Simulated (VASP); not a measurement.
A run of VASP 6.6.1:

The input INCAR:

```
PREC = Accurate
ENCUT = 520
EDIFF = 1E-7
ISMEAR = -1
SIGMA = 0.05
LREAL = F
LASPH = T
NELM = 100
ALGO = Normal
ISIF = 2
LWAVE = F
LCHARG = T
LELF = T
LVHAR = T
NBANDS = 18
```

Contents of KPOINTS:

```
regular mesh
0
Gamma
  8 8 8
```

The input POSCAR:

```
SrTl
1.0
    4.0453954472      0.0000000000      0.0000000000
    0.0000000000      4.0453954472      0.0000000000
    0.0000000000      0.0000000000      4.0453954472
Sr Tl
1 1
Direct
    0.0000000000      0.0000000000      0.0000000000
    0.5000000000      0.5000000000      0.5000000000
```

Potentials or basis: VASP PAW LDA potentials, release 64 (Sr_sv, Tl_d).

Launch:

```bash
$ cat potpaw_LDA.64/Sr_sv/POTCAR potpaw_LDA.64/Tl_d/POTCAR > POTCAR
$ mpirun -np 1 vasp_std > vasp.out
```

Hardware: 1 thread of Intel Xeon 8259CL, with other jobs on the host.

**Question.** Estimate the wall time of this run.

**Answer.** Wall time 52 s on 1 thread of Intel Xeon 8259CL (shared host), peak memory 0.18 GiB. Counts: scf iterations 12, k points 35.
